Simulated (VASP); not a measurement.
# GaN (rocksalt type) (Fm-3m) in VASP: a series of runs

The runs below take GaN (rocksalt type) through single point, relaxation of cell and atoms, with PBEsol.

All numbers are computed with VASP 6.6.1; they aren't measurements. Logs are shortened: lines on timing, memory, paths and dates and some standing lists are left out, and cuts for length are marked.

## (1) The cell of the first run

The structure is cubic, space group Fm-3m (No. 225). Conventional cell: a = 4.044 Å, b = 4.044 Å, c = 4.044 Å, α = 90.00°, β = 90.00°, γ = 90.00°. Ga (site symmetry m-3m) has 6 N at 2.02 Å within 2.7 Å. N (site symmetry m-3m) has 6 Ga at 2.02 Å within 2.7 Å.

## (2) Single point, PBEsol (volume scaled by 0.88)

INCAR reads:

```
SYSTEM = GaN
PREC = Accurate
ENCUT = 600
EDIFF = 1E-6
ISMEAR = -1
SIGMA = 0.05
LREAL = .False.
LASPH = .True.
NELM = 120
ALGO = Normal
ISIF = 2
LWAVE = .False.
LCHARG = .False.
GGA = PS
NBANDS = 16
GGA_COMPAT = .False.
```

KPOINTS reads:

```
Automatic mesh
0
Gamma
  17 17 17
  0 0 0
```

POSCAR reads:

```
GaN
1.0
    0.0000000000      2.0217590106      2.0217590106
    2.0217590106      0.0000000000      2.0217590106
    2.0217590106      2.0217590106      0.0000000000
Ga N
1 1
Direct
    0.0000000000      0.0000000000      0.0000000000
    0.5000000000      0.5000000000      0.5000000000
```

Potentials or basis: VASP PAW PBE potentials, release 64 (Ga_d, N).

Started as:

```
$ cat potpaw_PBE.64/Ga_d/POTCAR potpaw_PBE.64/N/POTCAR > POTCAR
$ mpirun -np 1 vasp_std > vasp.out
```

OUTCAR:

```text
SYSTEM = GaN
   PREC = Accurate
   ENCUT = 600
   EDIFF = 1E-6
   ISMEAR = -1
   LREAL = .False.
   LASPH = .True.
   NELM = 120
   ISIF = 2
   GGA = PS

 ion  position               nearest neighbor table
   1  0.000  0.000  0.000-   2 2.02   2 2.02   2 2.02   2 2.02   2 2.02   2 2.02
   2  0.500  0.500  0.500-   1 2.02   1 2.02   1 2.02   1 2.02   1 2.02   1 2.02

  LATTYP: Found a face centered cubic cell.
 ALAT       =     4.0435180212

  Lattice vectors:

 A1 = (   0.0000000000,   2.0217590106,   2.0217590106)
 A2 = (   2.0217590106,   0.0000000000,   2.0217590106)
 A3 = (   2.0217590106,   2.0217590106,   0.0000000000)

Analysis of symmetry for initial positions (statically):
=====================================================================
 Subroutine PRICEL returns:
 Original cell was already a primitive cell.

 Routine SETGRP: Setting up the symmetry group for a
 face centered cubic supercell.

 Subroutine GETGRP returns: Found 48 space group operations
 (whereof 48 operations were pure point group operations)
 out of a pool of 48 trial point group operations.

The static configuration has the point symmetry O_h .

Analysis of symmetry for dynamics (positions and initial velocities):
=====================================================================
 Subroutine PRICEL returns:
 Original cell was already a primitive cell.

 Routine SETGRP: Setting up the symmetry group for a
 face centered cubic supercell.

 Subroutine GETGRP returns: Found 48 space group operations
 (whereof 48 operations were pure point group operations)
 out of a pool of 48 trial point group operations.

The dynamic configuration has the point symmetry O_h .

 Subroutine INISYM returns: Found 48 space group operations
 (whereof 48 operations are pure point group operations),
 and found     1 'primitive' translations

----------------------------------------------------------------------------------------

                                     Primitive cell

  volume of cell :      16.5279

  direct lattice vectors                    reciprocal lattice vectors
     0.000000000  2.021759011  2.021759011    -0.247309396  0.247309396  0.247309396
     2.021759011  0.000000000  2.021759011     0.247309396 -0.247309396  0.247309396
     2.021759011  2.021759011  0.000000000     0.247309396  0.247309396 -0.247309396

  length of vectors
     2.859199013  2.859199013  2.859199013     0.428352439  0.428352439  0.428352439

  position of ions in fractional coordinates (direct lattice)
     0.000000000  0.000000000  0.000000000
     0.500000000  0.500000000  0.500000000

  ion indices of the primitive-cell ions
   primitive index   ion index
                 1           1
                 2           2

----------------------------------------------------------------------------------------

 KPOINTS: Automatic mesh

Automatic generation of k-mesh.
 Grid dimensions read from file:
 generate k-points for:   17   17   17

 Generating k-lattice:

  Cartesian coordinates                     Fractional coordinates (reciprocal lattice)
    -0.014547612  0.014547612  0.014547612     0.058823529  0.000000000  0.000000000
     0.014547612 -0.014547612  0.014547612     0.000000000  0.058823529  0.000000000
     0.014547612  0.014547612 -0.014547612     0.000000000  0.000000000  0.058823529

  Length of vectors
     0.025197202  0.025197202  0.025197202

  Shift w.r.t. Gamma in fractional coordinates (k-lattice)
     0.000000000  0.000000000  0.000000000

 Subroutine IBZKPT returns following result:
 ===========================================

 Found    165 irreducible k-points:

 Following reciprocal coordinates:
            Coordinates               Weight
  0.000000  0.000000  0.000000      1.000000
  0.058824  0.000000  0.000000      8.000000
  0.117647  0.000000  0.000000      8.000000
  0.176471  0.000000  0.000000      8.000000
  0.235294  0.000000  0.000000      8.000000
  0.294118  0.000000  0.000000      8.000000
[... 16 lines left out ...]
 -0.176471  0.058824  0.000000     24.000000
 -0.117647  0.058824  0.000000     24.000000
 [... further k-points ...]
   k-points           NKPTS =    165   k-points in BZ     NKDIM =    165   number of bands    NBANDS=     16
   number of dos      NEDOS =    301   number of ions     NIONS =      2
   total plane-waves  NPLWV =  13824
   dimension x,y,z NGX =    24 NGY =   24 NGZ =   24
   dimension x,y,z NGXF=    48 NGYF=   48 NGZF=   48
   ions per type =               1   1
   NGX,Y,Z   is equivalent  to a cutoff of  13.95, 13.95, 13.95 a.u.
   NGXF,Y,Z  is equivalent  to a cutoff of  27.91, 27.91, 27.91 a.u.
 SYSTEM =  GaN
   PREC   = accura    normal or accurate (medium, high low for compatibility)
   ISTART =      0    job   : 0-new  1-cont  2-samecut
   ICHARG =      2    charge: 1-file 2-atom 10-const
   ISPIN  =      1    spin polarized calculation?
   LNONCOLLINEAR =      F non collinear calculations
   LSORBIT =      F    spin-orbit coupling
   LASPH  =      T    aspherical Exc in radial PAW
   ENCUT  =  600.0 eV  44.10 Ry    6.64 a.u.   5.71  5.71  5.71*2*pi/ulx,y,z
   NELM   =    120;   NELMIN=  2; NELMDL= -5     # of ELM steps
   EDIFF  = 0.1E-05   stopping-criterion for ELM
   LREAL  =      F    real-space projection
   EDIFFG = 0.1E-04   stopping-criterion for IOM
   NSW    =      0    number of steps for IOM
   IBRION =     -1    ionic relax: 0-MD 1-quasi-New 2-CG
   NFREE  =      0    steps in history (QN), initial steepest desc. (CG)
   ISIF   =      2    stress and relaxation
   ISYM   =      2    0-nonsym 1-usesym 2-fastsym
   POTIM  = 0.5000    time-step for ionic-motion
   TEBEG  =    0.0;   TEEND  =   0.0 temperature during run
   PSTRESS=    0.0 pullay stress
   NELECT =      18.0000    total number of electrons
   NUPDOWN=      -1.0000    fix difference up-down
   EMIN   =  10.00;   EMAX   =-10.00  energy-range for DOS
   EFERMI =   0.00;   METHOD = LEGACY
   ISMEAR =    -1;   SIGMA  =   0.05  broadening in eV -4-tet -1-fermi 0-gaus
   EFERMI_NEDOS =   21; number of points for ismear=-14 and -15
   IALGO  =     38    algorithm
   IMIX   =      4    mixing-type and parameters
     AMIX     =   0.40;   BMIX     =  1.00
     AMIX_MAG =   1.60;   BMIX_MAG =  1.00
  volume/ion in A,a.u.               =       8.26        55.77
  Fermi-wavevector in a.u.,A,eV,Ry     =   1.684326  3.182916 38.599126  2.836956
  Thomas-Fermi vector in A             =   2.767369
   LORBIT       =      0    0 simple, 1 ext, 2 COOP (PROOUT), +10 PAW based schemes
   GGA     = PS    functional components
   LHFCALC =     F    Hartree Fock is set to
   AEXX    =    0.0000 exact exchange contribution
   IVDW    =     0    specifies the selected vdW correction
   LEPSILON=     F    determine dielectric tensor
   LRPA    =     F    only Hartree local field effects (RPA)
 non-spin polarized calculation
  energy-cutoff  :      600.00
  volume of cell :       16.53
 maximum number of plane-waves:       562
   NGX = 11   NGY = 11   NGZ = 11

 number of electron      18.0000005 magnetization

 Free energy of the ion-electron system (eV)
  ---------------------------------------------------
  ext. energy  EPLUGINS =         0.00000000
  ---------------------------------------------------
  free energy    TOTEN  =       -12.00339060 eV

  energy without entropy =      -12.00339059  energy(sigma->0) =      -12.00339059

 E-fermi :  10.3382     XC(G=0): -14.0619

 val. band max:        9.5621424120   @ k =  -0.1765   0.1765   0.0000
 cond. band min:      11.0068147951   @ k =   0.4706   0.4706   0.0000
 fundamental gap:      1.4446723830
 Fermi energy:        10.3381879333

 k-point     1 :       0.0000    0.0000    0.0000
  band No.  band energies     occupation
      1      -9.2089      2.00000
      2      -4.3863      2.00000
      3      -4.3863      2.00000
      4      -4.3863      2.00000
      5      -4.2490      2.00000
      6      -4.2490      2.00000
[... 8 lines left out ...]
     15      27.2684      0.00000
     16      27.2684      0.00000

 k-point     2 :       0.0588    0.0000    0.0000
  band No.  band energies     occupation
      1      -9.1311      2.00000
      2      -4.3916      2.00000
      3      -4.3803      2.00000
      4      -4.3803      2.00000
      5      -4.2578      2.00000
      6      -4.2578      2.00000
[... 8 lines left out ...]
     15      26.9819      0.00000
     16      26.9819      0.00000

 k-point     3 :       0.1176    0.0000    0.0000
  band No.  band energies     occupation
      1      -8.8999      2.00000
      2      -4.4073      2.00000
      3      -4.3729      2.00000
      4      -4.3729      2.00000
      5      -4.2732      2.00000
      6      -4.2732      2.00000
[... 8 lines left out ...]
     15      26.8498      0.00000
     16      26.8498      0.00000

 k-point     4 :       0.1765    0.0000    0.0000
  band No.  band energies     occupation
      1      -8.5223      2.00000
      2      -4.4322      2.00000
      3      -4.3974      2.00000
      4      -4.3974      2.00000
      5      -4.2600      2.00000
      6      -4.2600      2.00000
[... 8 lines left out ...]
     15      27.3412      0.00000
     16      27.3412      0.00000
[... 324 lines left out ...]
 k-point    22 :      -0.2353    0.0588    0.0000
  band No.  band energies     occupation
      1      -7.7631      2.00000
      2      -4.4971      2.00000
      3      -4.4862      2.00000
      4      -4.4515      2.00000
      5      -4.2301      2.00000
      6      -4.1494      2.00000
[... 8 lines left out ...]
     15      27.6309      0.00000
     16      29.8874      0.00000

 k-point    23 :      -0.1765    0.0588    0.0000
  band No.  band energies     occupation
      1      -8.3051      2.00000
      2      -4.4465      2.00000
      3      -4.4198      2.00000
      4      -4.4141      2.00000
      5      -4.2830      2.00000
      6      -4.2003      2.00000
[... 8 lines left out ...]
     15      27.0748      0.00000
     16      28.8992      0.00000

 k-point    24 :      -0.1176    0.0588    0.0000
  band No.  band energies     occupation
      1      -8.7242      2.00000
      2      -4.4189      2.00000
      3      -4.3803      2.00000
      4      -4.3665      2.00000
      5      -4.3167      2.00000
      6      -4.2362      2.00000
[... 8 lines left out ...]
     15      27.1860      0.00000
     16      28.1809      0.00000

 [... further k-points ...]
[... 5 lines left out ...]
  --------------------------------------------------------------------------------------
  -------------------------------------------------------------------------------------
  Total        4.1354312      4.1354312      4.1354312     -0.0000000     -0.0000000      0.0000000
  in kB      400.8789282    400.8789282    400.8789282     -0.0000000     -0.0000000      0.0000000
  external PRESSURE =     400.8789282 kB  Pullay stress =       0.0000000 kB

 VOLUME and BASIS-vectors are now :
 -----------------------------------------------------------------------------
  energy-cutoff  :      600.00
  volume of cell :       16.53
      direct lattice vectors                 reciprocal lattice vectors
     0.000000000  2.021759011  2.021759011    -0.247309396  0.247309396  0.247309396
     2.021759011  0.000000000  2.021759011     0.247309396 -0.247309396  0.247309396
     2.021759011  2.021759011  0.000000000     0.247309396  0.247309396 -0.247309396

 POSITION                                       TOTAL-FORCE (eV/Angst)
 -----------------------------------------------------------------------------------
      0.00000      0.00000      0.00000         0.000000     -0.000000      0.000000
      2.02176      2.02176      2.02176        -0.000000      0.000000      0.000000
 -----------------------------------------------------------------------------------
    total drift:                                0.000000     -0.000000     -0.000000

  FREE ENERGIE OF THE ION-ELECTRON SYSTEM (eV)
  ---------------------------------------------------
  free  energy   TOTEN  =       -12.0033905975 eV

  energy  without entropy=      -12.0033905912  energy(sigma->0) =      -12.00339059
```

It took 15 s on 1 thread of Intel Xeon 6975P-C (Granite Rapids), shared host; peak memory 0.18 GiB.

What came out:

```
Free energy            : -12.0034 eV
Pressure               : 40.1 GPa
Band gap on the k mesh : 1.44 eV, indirect (least direct gap 4.56 eV)
```

Caveat: the PAW data sets were made with another functional, which shifts forces and pressure a little. A k mesh can miss the band edges.

[end of part 1 of 2]
